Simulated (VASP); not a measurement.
# SrLiH3 (Pm-3m) in VASP: notebook

SrLiH3 is run at these levels: PBE; tasks: single point, relaxation of cell and atoms.

Program: VASP 6.6.1. These are calculated values, not measurements. Logs are shortened: lines on timing, memory, paths and dates and some standing lists are left out, and cuts for length are marked.

## 1. The cell of the first run

The structure is cubic, space group Pm-3m (No. 221). The conventional cell has a = 4.642 Å, b = 4.642 Å, c = 4.642 Å, α = 90.00°, β = 90.00°, γ = 90.00°. Li (site symmetry m-3m) has 12 H at 3.28 Å and 8 Sr at 4.02 Å within 4.3 Å. Sr (site symmetry m-3m) has 6 H at 2.32 Å within 3.1 Å. Within 3.1 Å of H (site symmetry 4/mmm) lie 2 Sr at 2.32 Å.

## 2. Single point, PBE

Contents of INCAR:

```
ALGO = Normal ; EDIFF = 1E-7
ENCUT = 520 ; GGA = PE
ISIF = 2 ; ISMEAR = 0
LASPH = True ; LCHARG = True
LELF = True ; LREAL = False
LVHAR = True ; LWAVE = False
NBANDS = 16 ; NELM = 60
PREC = Accurate ; SIGMA = 0.01
```

Contents of KPOINTS:

```
k-points
0
Gamma
  4 4 4
```

Contents of POSCAR:

```
SrLiH3
1.0
    4.6421818192      0.0000000000      0.0000000000
    0.0000000000      4.6421818192      0.0000000000
    0.0000000000      0.0000000000      4.6421818192
Li Sr H
1 1 3
Direct
    0.0000000000      0.0000000000      0.0000000000
    0.5000000000      0.5000000000      0.5000000000
    0.0000000000      0.5000000000      0.5000000000
    0.5000000000      0.0000000000      0.5000000000
    0.5000000000      0.5000000000      0.0000000000
```

Potentials or basis: VASP PAW PBE potentials, release 64 (Li_sv, Sr_sv, H).

Started as:

```
$ cat potpaw_PBE.64/Li_sv/POTCAR potpaw_PBE.64/Sr_sv/POTCAR potpaw_PBE.64/H/POTCAR > POTCAR
$ mpirun -np 1 vasp_std > vasp.out
```

OUTCAR:

```text
EDIFF = 1E-7
   ENCUT = 520
   GGA = PE
   ISIF = 2
   ISMEAR = 0
   LASPH = True
   LREAL = False
   NELM = 60
   PREC = Accurate

 ion  position               nearest neighbor table
   1  0.000  0.000  0.000-
   2  0.500  0.500  0.500-   3 2.32   4 2.32   5 2.32   5 2.32   4 2.32   3 2.32
   3  0.000  0.500  0.500-   2 2.32   2 2.32
   4  0.500  0.000  0.500-   2 2.32   2 2.32
   5  0.500  0.500  0.000-   2 2.32   2 2.32

  LATTYP: Found a simple cubic cell.
 ALAT       =     4.6421818192

  Lattice vectors:

 A1 = (   4.6421818192,   0.0000000000,   0.0000000000)
 A2 = (   0.0000000000,   4.6421818192,   0.0000000000)
 A3 = (   0.0000000000,   0.0000000000,   4.6421818192)

Analysis of symmetry for initial positions (statically):
=====================================================================
 Subroutine PRICEL returns:
 Original cell was already a primitive cell.

 Routine SETGRP: Setting up the symmetry group for a
 simple cubic supercell.

 Subroutine GETGRP returns: Found 48 space group operations
 (whereof 48 operations were pure point group operations)
 out of a pool of 48 trial point group operations.

The static configuration has the point symmetry O_h .

Analysis of symmetry for dynamics (positions and initial velocities):
=====================================================================
 Subroutine PRICEL returns:
 Original cell was already a primitive cell.

 Routine SETGRP: Setting up the symmetry group for a
 simple cubic supercell.

 Subroutine GETGRP returns: Found 48 space group operations
 (whereof 48 operations were pure point group operations)
 out of a pool of 48 trial point group operations.

The dynamic configuration has the point symmetry O_h .

 Subroutine INISYM returns: Found 48 space group operations
 (whereof 48 operations are pure point group operations),
 and found     1 'primitive' translations

----------------------------------------------------------------------------------------

                                     Primitive cell

  volume of cell :     100.0383

  direct lattice vectors                    reciprocal lattice vectors
     4.642181819  0.000000000  0.000000000     0.215415949  0.000000000  0.000000000
     0.000000000  4.642181819  0.000000000     0.000000000  0.215415949  0.000000000
     0.000000000  0.000000000  4.642181819     0.000000000  0.000000000  0.215415949

[... 77 lines left out ...]
   NSW    =      0    number of steps for IOM
   IBRION =     -1    ionic relax: 0-MD 1-quasi-New 2-CG
   NFREE  =      0    steps in history (QN), initial steepest desc. (CG)
   ISIF   =      2    stress and relaxation
   ISYM   =      2    0-nonsym 1-usesym 2-fastsym
   POTIM  = 0.5000    time-step for ionic-motion
   TEBEG  =    0.0;   TEEND  =   0.0 temperature during run
   PSTRESS=    0.0 pullay stress
   NELECT =      16.0000    total number of electrons
   NUPDOWN=      -1.0000    fix difference up-down
   EMIN   =  10.00;   EMAX   =-10.00  energy-range for DOS
   EFERMI =   0.00;   METHOD = LEGACY
   ISMEAR =     0;   SIGMA  =   0.01  broadening in eV -4-tet -1-fermi 0-gaus
   EFERMI_NEDOS =   21; number of points for ismear=-14 and -15
   IALGO  =     38    algorithm
   IMIX   =      4    mixing-type and parameters
     AMIX     =   0.40;   BMIX     =  1.00
     AMIX_MAG =   1.60;   BMIX_MAG =  1.00
  volume/ion in A,a.u.               =      20.01       135.02
  Fermi-wavevector in a.u.,A,eV,Ry     =   0.888640  1.679287 10.744271  0.789682
  Thomas-Fermi vector in A             =   2.010096
   LORBIT       =      0    0 simple, 1 ext, 2 COOP (PROOUT), +10 PAW based schemes
   GGA     = PE    functional components
   LHFCALC =     F    Hartree Fock is set to
   AEXX    =    0.0000 exact exchange contribution
   IVDW    =     0    specifies the selected vdW correction
   LEPSILON=     F    determine dielectric tensor
   LRPA    =     F    only Hartree local field effects (RPA)
 non-spin polarized calculation
 Gauss-broadening in eV      SIGMA  =   0.01
  energy-cutoff  :      520.00
  volume of cell :      100.04
 maximum number of plane-waves:      2730
 NGX is ok and might be reduce to    36
   NGX = 17   NGY = 17   NGZ = 17

 number of electron      15.9999999 magnetization

 Free energy of the ion-electron system (eV)
  ---------------------------------------------------
  ext. energy  EPLUGINS =         0.00000000
  ---------------------------------------------------
  free energy    TOTEN  =       -13.85813870 eV

  energy without entropy =      -13.85813870  energy(sigma->0) =      -13.85813870

 E-fermi :  -1.3941     XC(G=0):  -6.7542

 val. band max:       -1.4962411629   @ k =   0.5000   0.5000   0.5000
 cond. band min:       0.3426043782   @ k =   0.5000   0.5000   0.0000
 fundamental gap:      1.8388455411
 Fermi energy:        -1.3941019750

 k-point     1 :       0.0000    0.0000    0.0000
  band No.  band energies     occupation
      1     -49.1680      2.00000
      2     -34.3602      2.00000
      3     -16.4175      2.00000
      4     -16.4175      2.00000
      5     -16.4175      2.00000
      6      -4.5563      2.00000
[... 167 lines left out ...]
      3     -16.5121      2.00000
      4     -16.5121      2.00000
      5     -16.5121      2.00000
      6      -1.4962      2.00000
[... 8 lines left out ...]
     15       5.7550      0.00000
     16       7.6208      0.00000

------------------------ aborting loop because EDIFF is reached ----------------------------------------

  FORCE on cell =-STRESS in cart. coord.  units (eV):
  Direction    XX          YY          ZZ          XY          YZ          ZX
  --------------------------------------------------------------------------------------
  -------------------------------------------------------------------------------------
  Total        0.0082461      0.0082461      0.0082461     -0.0000000     -0.0000000      0.0000000
  in kB        0.1320670      0.1320670      0.1320670     -0.0000000     -0.0000000      0.0000000
  external PRESSURE =       0.1320670 kB  Pullay stress =       0.0000000 kB

 VOLUME and BASIS-vectors are now :
 -----------------------------------------------------------------------------
  energy-cutoff  :      520.00
  volume of cell :      100.04
      direct lattice vectors                 reciprocal lattice vectors
     4.642181819  0.000000000  0.000000000     0.215415949  0.000000000  0.000000000
     0.000000000  4.642181819  0.000000000     0.000000000  0.215415949  0.000000000
     0.000000000  0.000000000  4.642181819     0.000000000  0.000000000  0.215415949

 POSITION                                       TOTAL-FORCE (eV/Angst)
 -----------------------------------------------------------------------------------
      0.00000      0.00000      0.00000         0.000000      0.000000      0.000000
      2.32109      2.32109      2.32109         0.000000      0.000000      0.000000
      0.00000      2.32109      2.32109         0.000000      0.000000      0.000000
      2.32109      0.00000      2.32109         0.000000      0.000000      0.000000
      2.32109      2.32109      0.00000         0.000000      0.000000      0.000000
 -----------------------------------------------------------------------------------
    total drift:                                0.000000      0.000000      0.000000

  FREE ENERGIE OF THE ION-ELECTRON SYSTEM (eV)
  ---------------------------------------------------
  free  energy   TOTEN  =       -13.8581387047 eV

  energy  without entropy=      -13.8581387047  energy(sigma->0) =      -13.85813870
```

Wall time 20 s (1 thread of AMD EPYC 9R45 (Zen 5), shared host); peak memory 0.17 GiB.

Results:

* Free energy: -13.8581 eV
* Band gap on the k mesh: 1.84 eV, indirect (least direct gap 2.25 eV)

Caveat: the cutoff is under 1.25 times the usual one of these potentials, so pressure, stress and relaxed cells hold a basis-set (Pulay) error.

## 3. Relaxation of cell and atoms, PBE

This run uses another cell than the first one, of 19.86 Å³/atom, 0.993 times its volume.

Contents of INCAR:

```
ALGO = Normal ; EDIFF = 1E-7
EDIFFG = -0.01 ; ENCUT = 600
GGA = PE ; IBRION = 2
ISIF = 3 ; ISMEAR = 0
LASPH = T ; LCHARG = F
LREAL = F ; LWAVE = F
NELM = 100 ; NSW = 60
PREC = Accurate ; SIGMA = 0.01
```

KPOINTS is that of step 2.

Changes to POSCAR since step 2:

```diff
@@ -2,5 +2,5 @@
 1.0
-    4.6421818192      0.0000000000      0.0000000000
-    0.0000000000      4.6421818192      0.0000000000
-    0.0000000000      0.0000000000      4.6421818192
+    4.6307910000      0.0000000000      0.0000000000
+    0.0000000000      4.6307910000      0.0000000000
+    0.0000000000      0.0000000000      4.6307910000
 Li Sr H
```

Potentials or basis: VASP PAW PBE potentials, release 64 (Li_sv, Sr_sv, H).

Started as:

```
$ cat potpaw_PBE.64/Li_sv/POTCAR potpaw_PBE.64/Sr_sv/POTCAR potpaw_PBE.64/H/POTCAR > POTCAR
$ mpirun -np 1 vasp_std > vasp.out
```

Wall time 43 s (1 thread of AMD EPYC 9R45 (Zen 5), shared host); peak memory 0.22 GiB.

The run converged. Its results:

```
Free energy                            : -13.8584 eV
Relaxed volume                         : 20.05 Å³/atom
Relaxed cell                           : a = 4.645 Å, b = 4.645 Å, c = 4.645 Å, α = 90.00°, β = 90.00°, γ = 90.00°
Space group after relaxing (to 0.05 Å) : Pm-3m (No. 221)
Energy gained by relaxing              : 0.1 meV/atom
Ionic steps                            : 3
Pressure after relaxing                : 0.0 GPa
Band gap on the k mesh                 : 1.84 eV, indirect (least direct gap 2.25 eV)
```

The path:
```tsv
step	energy change (eV)	largest force (eV/Å)	pressure (GPa)	volume (Å³)
1	0.0000	0.0000	0.20	99.30
2	-0.0004	0.0000	0.12	99.66
3	-0.0006	0.0000	0.00	100.24
```

Final structure:
```
Li Sr H
1.0
     4.64524    0.00000    0.00000
     0.00000    4.64524    0.00000
     0.00000    0.00000    4.64524
Li Sr H
1 1 3
Direct
  0.00000 0.00000 0.00000
  0.50000 0.50000 0.50000
  0.00000 0.50000 0.50000
  0.50000 0.00000 0.50000
  0.50000 0.50000 0.00000
```

Levels at points of the mesh, in eV from the valence-band top:
```tsv
k point	band 5	band 6	band 7	band 8	band 9	band 10	band 11	band 12
(0.00, 0.00, 0.00)	-14.92	-3.05	-0.90	-0.90	5.15	5.20	5.20	5.20
(0.50, 0.00, 0.00)	-14.92	-2.22	-0.85	-0.77	3.89	4.67	4.67	6.05
(0.50, 0.50, 0.00)	-14.92	-1.34	-0.41	-0.41	1.84	5.12	5.12	5.67
(0.50, 0.50, 0.50)	-15.02	0.00	0.00	0.00	2.47	2.47	2.47	4.42
```

Caveat: the cutoff is under 1.25 times the usual one of these potentials, so pressure, stress and relaxed cells hold a basis-set (Pulay) error.
